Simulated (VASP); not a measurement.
# SnO2 in VASP: notebook

The runs below take SnO2 through single point, with LDA.

Program: VASP 6.6.1. These are calculated values, not measurements. Logs are shortened: lines on timing, memory, paths and dates and some standing lists are left out, and cuts for length are marked.

**1. The cell of the first run**

Symmetry: P4_2/mnm, No. 136, tetragonal system. Conventional cell: a = 4.757 Å, b = 4.757 Å, c = 3.126 Å, α = 90.00°, β = 90.00°, γ = 90.00°. Within 2.7 Å of Sn (site symmetry mmm) lie 6 O at 2.04 to 2.05 Å. Within 2.7 Å of O (site symmetry m2m) lie 3 Sn at 2.04 to 2.05 Å and 1 O at 2.62 Å.

**2. Single point, LDA**

File INCAR:

```
SYSTEM = SnO2
ALGO = Normal
EDIFF = 1E-6
ENCUT = 520
ISIF = 2
ISMEAR = 0
LASPH = .TRUE.
LCHARG = .FALSE.
LREAL = .FALSE.
LWAVE = .FALSE.
NBANDS = 35
NELM = 100
PREC = Accurate
SIGMA = 0.02
```

File KPOINTS:

```
k-points
0
G
  6 6 8
  0 0 0
```

File POSCAR:

```
SnO2
1.0
    4.7570047252      0.0000000000      0.0000000000
    0.0000000000      4.7570738691      0.0000000000
    0.0000000000      0.0000000000      3.1262190150
Sn O
2 4
Direct
    0.5000000000      0.5000000000      0.5000000000
    0.0000000000      0.0000000000      0.0000000000
    0.3052178539      0.3052311476      0.0000000000
    0.8052178539      0.1947688524      0.5000000000
    0.1947821461      0.8052311476      0.5000000000
    0.6947821461      0.6947688524      0.0000000000
```

Potentials or basis: VASP PAW LDA potentials, release 64 (Sn_d, O).

Command:

```bash
cat potpaw_LDA.64/Sn_d/POTCAR potpaw_LDA.64/O/POTCAR > POTCAR
mpirun -np 1 vasp_std > vasp.out
```

OUTCAR:

```text
SYSTEM = SnO2
   EDIFF = 1E-6
   ENCUT = 520
   ISIF = 2
   ISMEAR = 0
   LASPH = .TRUE.
   LREAL = .FALSE.
   NELM = 100
   PREC = Accurate

 ion  position               nearest neighbor table
   1  0.500  0.500  0.500-   3 2.04   6 2.04   3 2.04   6 2.04   5 2.05   4 2.05   2 3.71   2 3.71
                             2 3.71   2 3.71   2 3.71   2 3.71   2 3.71   2 3.71
   2  0.000  0.000  0.000-   4 2.04   5 2.04   4 2.04   5 2.04   3 2.05   6 2.05   1 3.71   1 3.71
                             1 3.71   1 3.71   1 3.71   1 3.71   1 3.71   1 3.71
   3  0.305  0.305  0.000-   1 2.04   1 2.04   2 2.05
   4  0.805  0.195  0.500-   2 2.04   2 2.04   1 2.05
   5  0.195  0.805  0.500-   2 2.04   2 2.04   1 2.05
   6  0.695  0.695  0.000-   1 2.04   1 2.04   2 2.05

  LATTYP: Found a simple orthorhombic cell.
 ALAT       =     3.1262190150
 B/A-ratio  =     1.5216479403
 C/A-ratio  =     1.5216700578

  Lattice vectors:

 A1 = (   0.0000000000,   0.0000000000,   3.1262190150)
 A2 = (   4.7570047252,   0.0000000000,   0.0000000000)
 A3 = (   0.0000000000,   4.7570738691,   0.0000000000)

Analysis of symmetry for initial positions (statically):
=====================================================================
 Subroutine PRICEL returns:
 Original cell was already a primitive cell.

 Routine SETGRP: Setting up the symmetry group for a
 simple orthorhombic supercell.

 Subroutine GETGRP returns: Found  8 space group operations
 (whereof  4 operations were pure point group operations)
 out of a pool of  8 trial point group operations.

The static configuration has the point symmetry C_2h.
 The point group associated with its full space group is D_2h.

Analysis of symmetry for dynamics (positions and initial velocities):
=====================================================================
 Subroutine PRICEL returns:
 Original cell was already a primitive cell.

 Routine SETGRP: Setting up the symmetry group for a
 simple orthorhombic supercell.

 Subroutine GETGRP returns: Found  8 space group operations
 (whereof  4 operations were pure point group operations)
 out of a pool of  8 trial point group operations.

The dynamic configuration has the point symmetry C_2h.
 The point group associated with its full space group is D_2h.

 Subroutine INISYM returns: Found  8 space group operations
 (whereof  4 operations are pure point group operations),
 and found     1 'primitive' translations

----------------------------------------------------------------------------------------

                                     Primitive cell

  volume of cell :      70.7445

  direct lattice vectors                    reciprocal lattice vectors
     4.757004725  0.000000000  0.000000000     0.210216314  0.000000000  0.000000000
     0.000000000  4.757073869  0.000000000     0.000000000  0.210213259  0.000000000
     0.000000000  0.000000000  3.126219015     0.000000000  0.000000000  0.319875222

  length of vectors
     4.757004725  4.757073869  3.126219015     0.210216314  0.210213259  0.319875222

  position of ions in fractional coordinates (direct lattice)
     0.500000000  0.500000000  0.500000000
     0.000000000  0.000000000  0.000000000
     0.305217854  0.305231148  0.000000000
     0.805217854  0.194768852  0.500000000
     0.194782146  0.805231148  0.500000000
     0.694782146  0.694768852  0.000000000

  ion indices of the primitive-cell ions
   primitive index   ion index
                 1           1
                 2           2
                 3           3
                 4           4
                 5           5
                 6           6

----------------------------------------------------------------------------------------

 KPOINTS: k-points

Automatic generation of k-mesh.
 Grid dimensions read from file:
 generate k-points for:    6    6    8

 Generating k-lattice:

  Cartesian coordinates                     Fractional coordinates (reciprocal lattice)
     0.035036052  0.000000000  0.000000000     0.166666667  0.000000000  0.000000000
     0.000000000  0.035035543  0.000000000     0.000000000  0.166666667  0.000000000
     0.000000000  0.000000000  0.039984403     0.000000000  0.000000000  0.125000000

  Length of vectors
     0.035036052  0.035035543  0.039984403

  Shift w.r.t. Gamma in fractional coordinates (k-lattice)
     0.000000000  0.000000000  0.000000000

 Subroutine IBZKPT returns following result:
 ===========================================

 Found     80 irreducible k-points:

 Following reciprocal coordinates:
            Coordinates               Weight
  0.000000  0.000000  0.000000      1.000000
  0.166667  0.000000  0.000000      2.000000
  0.333333  0.000000  0.000000      2.000000
  0.500000  0.000000  0.000000      1.000000
  0.000000  0.166667  0.000000      2.000000
  0.166667  0.166667  0.000000      4.000000
[... 16 lines left out ...]
  0.333333  0.166667  0.125000      8.000000
  0.500000  0.166667  0.125000      4.000000
 [... further k-points ...]
   k-points           NKPTS =     80   k-points in BZ     NKDIM =     80   number of bands    NBANDS=     35
   number of dos      NEDOS =    301   number of ions     NIONS =      6
   total plane-waves  NPLWV =  31104
   dimension x,y,z NGX =    36 NGY =   36 NGZ =   24
   dimension x,y,z NGXF=    72 NGYF=   72 NGZF=   48
   ions per type =               2   4
   NGX,Y,Z   is equivalent  to a cutoff of  12.58, 12.58, 12.76 a.u.
   NGXF,Y,Z  is equivalent  to a cutoff of  25.16, 25.16, 25.53 a.u.
 SYSTEM =  SnO2
   PREC   = accura    normal or accurate (medium, high low for compatibility)
   ISTART =      0    job   : 0-new  1-cont  2-samecut
   ICHARG =      2    charge: 1-file 2-atom 10-const
   ISPIN  =      1    spin polarized calculation?
   LNONCOLLINEAR =      F non collinear calculations
   LSORBIT =      F    spin-orbit coupling
   LASPH  =      T    aspherical Exc in radial PAW
   ENCUT  =  520.0 eV  38.22 Ry    6.18 a.u.   8.84  8.85  5.81*2*pi/ulx,y,z
   NELM   =    100;   NELMIN=  2; NELMDL= -5     # of ELM steps
   EDIFF  = 0.1E-05   stopping-criterion for ELM
   LREAL  =      F    real-space projection
   EDIFFG = 0.1E-04   stopping-criterion for IOM
   NSW    =      0    number of steps for IOM
   IBRION =     -1    ionic relax: 0-MD 1-quasi-New 2-CG
   NFREE  =      0    steps in history (QN), initial steepest desc. (CG)
   ISIF   =      2    stress and relaxation
   ISYM   =      2    0-nonsym 1-usesym 2-fastsym
   POTIM  = 0.5000    time-step for ionic-motion
   TEBEG  =    0.0;   TEEND  =   0.0 temperature during run
   PSTRESS=    0.0 pullay stress
   NELECT =      52.0000    total number of electrons
   NUPDOWN=      -1.0000    fix difference up-down
   EMIN   =  10.00;   EMAX   =-10.00  energy-range for DOS
   EFERMI =   0.00;   METHOD = LEGACY
   ISMEAR =     0;   SIGMA  =   0.02  broadening in eV -4-tet -1-fermi 0-gaus
   EFERMI_NEDOS =   21; number of points for ismear=-14 and -15
   IALGO  =     38    algorithm
   IMIX   =      4    mixing-type and parameters
     AMIX     =   0.40;   BMIX     =  1.00
     AMIX_MAG =   1.60;   BMIX_MAG =  1.00
  volume/ion in A,a.u.               =      11.79        79.57
  Fermi-wavevector in a.u.,A,eV,Ry     =   1.477446  2.791968 29.699437  2.182847
  Thomas-Fermi vector in A             =   2.591849
   LORBIT       =      0    0 simple, 1 ext, 2 COOP (PROOUT), +10 PAW based schemes
   GGA     = CA    functional components
   LHFCALC =     F    Hartree Fock is set to
   AEXX    =    0.0000 exact exchange contribution
   IVDW    =     0    specifies the selected vdW correction
   LEPSILON=     F    determine dielectric tensor
   LRPA    =     F    only Hartree local field effects (RPA)
 non-spin polarized calculation
 Gauss-broadening in eV      SIGMA  =   0.02
  energy-cutoff  :      520.00
  volume of cell :       70.74
 maximum number of plane-waves:      1931
 NGX is ok and might be reduce to    36
   NGX = 17   NGY = 17   NGZ = 11

 number of electron      51.9999982 magnetization

 Free energy of the ion-electron system (eV)
  ---------------------------------------------------
  ext. energy  EPLUGINS =         0.00000000
  ---------------------------------------------------
  free energy    TOTEN  =       -42.24312181 eV

  energy without entropy =      -42.24312181  energy(sigma->0) =      -42.24312181

 E-fermi :   6.0962     XC(G=0): -11.8515

 val. band max:        5.9981579556   @ k =   0.0000   0.0000   0.0000
 cond. band min:       7.3278110417   @ k =   0.0000   0.0000   0.0000
 fundamental gap:      1.3296530861
 Fermi energy:         6.0961863544

 k-point     1 :       0.0000    0.0000    0.0000
  band No.  band energies     occupation
      1     -15.0607      2.00000
      2     -14.3110      2.00000
      3     -13.9651      2.00000
      4     -13.9399      2.00000
      5     -13.9399      2.00000
      6     -13.8257      2.00000
[... 27 lines left out ...]
     34      17.8740      0.00000
     35      18.3689      0.00000

 k-point     2 :       0.1667    0.0000    0.0000
  band No.  band energies     occupation
      1     -15.0186      2.00000
      2     -14.3582      2.00000
      3     -13.9638      2.00000
      4     -13.9380      2.00000
      5     -13.9379      2.00000
      6     -13.8657      2.00000
[... 27 lines left out ...]
     34      17.8378      0.00000
     35      18.3351      0.00000

 k-point     3 :       0.3333    0.0000    0.0000
  band No.  band energies     occupation
      1     -14.8970      2.00000
      2     -14.5076      2.00000
      3     -13.9595      2.00000
      4     -13.9341      2.00000
      5     -13.9339      2.00000
      6     -13.9226      2.00000
[... 27 lines left out ...]
     34      17.8743      0.00000
     35      18.2539      0.00000

 k-point     4 :       0.5000    0.0000    0.0000
  band No.  band energies     occupation
      1     -14.7125      2.00000
      2     -14.7125      2.00000
      3     -13.9493      2.00000
      4     -13.9493      2.00000
      5     -13.9319      2.00000
      6     -13.9319      2.00000
[... 27 lines left out ...]
     34      18.1043      0.00000
     35      18.6606      0.00000

 k-point     5 :       0.0000    0.1667    0.0000
  band No.  band energies     occupation
      1     -15.0186      2.00000
      2     -14.3582      2.00000
      3     -13.9638      2.00000
      4     -13.9380      2.00000
      5     -13.9379      2.00000
      6     -13.8657      2.00000
[... 638 lines left out ...]
 k-point    22 :       0.1667    0.1667    0.1250
  band No.  band energies     occupation
      1     -14.9102      2.00000
      2     -14.3488      2.00000
      3     -14.1113      2.00000
      4     -14.1072      2.00000
      5     -13.9231      2.00000
      6     -13.8421      2.00000
[... 27 lines left out ...]
     34      17.8418      0.00000
     35      18.2267      0.00000

 k-point    23 :       0.3333    0.1667    0.1250
  band No.  band energies     occupation
      1     -14.8198      2.00000
      2     -14.5034      2.00000
      3     -14.1121      2.00000
      4     -14.1089      2.00000
      5     -13.9109      2.00000
      6     -13.8602      2.00000
[... 27 lines left out ...]
     34      17.9618      0.00000
     35      18.1568      0.00000

 k-point    24 :       0.5000    0.1667    0.1250
  band No.  band energies     occupation
      1     -14.6766      2.00000
      2     -14.6766      2.00000
      3     -14.1111      2.00000
      4     -14.1111      2.00000
      5     -13.8874      2.00000
      6     -13.8874      2.00000
[... 27 lines left out ...]
     34      18.0347      0.00000
     35      18.4124      0.00000

 [... further k-points ...]

------------------------ aborting loop because EDIFF is reached ----------------------------------------

  FORCE on cell =-STRESS in cart. coord.  units (eV):
  Direction    XX          YY          ZZ          XY          YZ          ZX
  --------------------------------------------------------------------------------------
  -------------------------------------------------------------------------------------
  Total        0.4203840      0.4201221      3.6363661     -0.0000000      0.0000000      0.0000000
  in kB        9.5205907      9.5146584     82.3541143     -0.0000000      0.0000000      0.0000000
  external PRESSURE =      33.7964545 kB  Pullay stress =       0.0000000 kB

 VOLUME and BASIS-vectors are now :
 -----------------------------------------------------------------------------
  energy-cutoff  :      520.00
  volume of cell :       70.74
      direct lattice vectors                 reciprocal lattice vectors
     4.757004725  0.000000000  0.000000000     0.210216314  0.000000000  0.000000000
     0.000000000  4.757073869  0.000000000     0.000000000  0.210213259  0.000000000
     0.000000000  0.000000000  3.126219015     0.000000000  0.000000000  0.319875222

 POSITION                                       TOTAL-FORCE (eV/Angst)
 -----------------------------------------------------------------------------------
      2.37850      2.37854      1.56311         0.000000      0.000000      0.000000
      0.00000      0.00000      0.00000         0.000000      0.000000      0.000000
      1.45192      1.45201      0.00000        -0.022409     -0.022420     -0.000000
      3.83043      0.92653      1.56311        -0.022409      0.022420     -0.000000
      0.92658      3.83054      1.56311         0.022409     -0.022420      0.000000
      3.30508      3.30507      0.00000         0.022409      0.022420      0.000000
 -----------------------------------------------------------------------------------
    total drift:                               -0.000000      0.000000      0.000000

  FREE ENERGIE OF THE ION-ELECTRON SYSTEM (eV)
  ---------------------------------------------------
  free  energy   TOTEN  =       -42.2431218085 eV

  energy  without entropy=      -42.2431218085  energy(sigma->0) =      -42.24312181
```

It took 3.8 min on 1 thread of AMD EPYC 7R13 (Zen 3), shared host; peak memory 0.23 GiB.

What came out:

| Quantity | Value |
| --- | --- |
| Free energy | -42.2431 eV |
| Pressure | 3.4 GPa |
| Largest force | 0.032 eV/Å |
| Band gap on the k mesh | 1.33 eV, direct |

Forces in eV/Å, atoms in the order of the input:
```
Sn   0.000  0.000  0.000
Sn   0.000  0.000  0.000
O   -0.022 -0.022  0.000
O   -0.022  0.022  0.000
O    0.022 -0.022  0.000
O    0.022  0.022  0.000
```

Caveat: spin-orbit coupling is left out, which moves the levels of the heavy elements. As with any semilocal functional, this LDA gap is likely too small.

(Continued in part 2 of 2.)
